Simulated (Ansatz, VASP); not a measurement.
## Two plane-wave programs on MoS2

Contents of INCAR:

```
SYSTEM = MoS2
PREC = Accurate ; ENCUT = 520
EDIFF = 1E-8 ; ISMEAR = -1
SIGMA = 0.05 ; LREAL = .FALSE.
LASPH = .TRUE. ; NELM = 60
ALGO = Normal ; ISIF = 2
LWAVE = .FALSE. ; LCHARG = .FALSE.
LEFG = .TRUE. ; NBANDS = 20
```

File KPOINTS:

```
regular mesh
0
G
  15 15 15
  0 0 0
```

The input POSCAR:

```
MoS2
1.0
    1.5762110184      0.9100258558      6.1028504825
   -1.5762110184      0.9100258558      6.1028504825
    0.0000000000     -1.8200517116      6.1028504825
Mo S
1 2
Direct
    0.0000000000      0.0000000000      0.0000000000
    0.7484000000      0.7484000000      0.7484000000
    0.5849000000      0.5849000000      0.5849000000
```

Input for Ansatz:

```yaml
crystal:
  lattice:
    - [1.5762110184, 0.9100258558, 6.1028504825]
    - [-1.5762110184, 0.9100258558, 6.1028504825]
    - [0.0, -1.8200517116, 6.1028504825]
  atoms:
    - { symbol: Mo, position: [0.0, 0.0, 0.0] }
    - { symbol: S, position: [0.7484, 0.7484, 0.7484] }
    - { symbol: S, position: [0.5849, 0.5849, 0.5849] }
kpoints:
  mp_grid: { grid: [15, 15, 15] }
scf:
  occupations: { method: fermi_dirac, width: 0.05 }
hamiltonian:
  xc: lda
  pseudopotentials: { kind: paw }
output:
  forces: true
  stress: true
  eigenvalues: true
  efg: { contact_densities: true }
```

Change from the starting cell: volume scaled by 0.99, PAW files.

Alike in both runs: task electric field gradients; functional LDA; k mesh 15 × 15 × 15; occupations fermi-dirac, width 0.05 eV; no spin polarisation.

|  | VASP | Ansatz |
| --- | --- | --- |
| version | VASP 6.6.1 | Ansatz 0.2.0 |
| potentials or method | VASP PAW LDA potentials, release 64 (Mo_sv, S) | PAW with Ansatz's default frozen-core files, scalar-relativistic |
| plane-wave cutoff (eV) | 520 | 420 |
| valence electrons in the cell | 26 | 26 |

Ansatz gave:

| Property | Result |
| --- | --- |
| pressure (GPa) | 3.1 |
| traceless stress, the component that is largest in VASP (GPa) | 4.98 |
| rms of the force components (eV/Å) | 0.477 |
| size of Vzz on the site where it differs most (V/Å²) | 93.4 |

Problem. What did VASP give for the same quantities?

Solution. Pressure (GPa): 3.2; traceless stress, the component that is largest in VASP (GPa): 4.93; rms of the force components (eV/Å): 0.483; size of Vzz on the site where it differs most (V/Å²): 97.7.

LDA's correlation is that of Perdew and Zunger in VASP and of Perdew and Wang (1992) in Ansatz. Atom by atom the forces differ by 0.006 eV/Å (rms over components).
